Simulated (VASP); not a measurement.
Set up this calculation in VASP 6.6.1, as the native input.

```yaml
Task: single point
Functional: PBE
Dispersion: D3(BJ)
Potentials_or_basis: VASP PAW PBE potentials, release 64 (As)
Cutoff: 520 eV
k_mesh: 9 × 9 × 1
Occupations: gaussian, width 0.02 eV
Spin: no spin polarisation
Dipole_correction: yes
Further_INCAR_settings: ALGO = Normal; EDIFF = 1e-06; NBANDS = 12
```

The structure of As lies in POSCAR:

```
As
1.0
    3.3480000000      0.0000000000      0.0000000000
   -1.6740000000      2.8994530519      0.0000000000
    0.0000000000      0.0000000000     28.5742413766
As
2
Direct
    0.3333333333      0.6666666667      0.4947680151
    0.6666666667      0.3333333333      0.5052319849
```

The input as run:

INCAR

```
SYSTEM = As
PREC = Accurate
ENCUT = 520
EDIFF = 1E-6
ISMEAR = 0
SIGMA = 0.02
LREAL = .FALSE.
LASPH = .TRUE.
NELM = 100
ALGO = Normal
ISIF = 2
LWAVE = .FALSE.
LCHARG = .FALSE.
LDIPOL = .TRUE.
IDIPOL = 3
DIPOL = 0.5 0.5 0.500
GGA = PE
IVDW = 12
NBANDS = 12
```

KPOINTS

```
regular mesh
0
G
  9 9 1
  0 0 0
```

Potentials or basis: VASP PAW PBE potentials, release 64 (As).

Command:

```console
$ cat potpaw_PBE.64/As/POTCAR > POTCAR
$ mpirun -np 1 vasp_std > vasp.out
```

Results of the run:

```yaml
Largest_force: 5.369 eV/Å
Band_gap_on_the_k_mesh: zero (band 5 reaches -0.46 eV, above the bottom of band 6 at -3.06 eV)
Dispersion_energy_per_atom: -0.253 eV
```

Run time: 2.4 min on 1 thread of Intel(R) Xeon(R) Platinum 8259CL CPU @ 2.50GHz (Skylake/Cascade Lake) (shared host), peak memory 0.41 GiB.
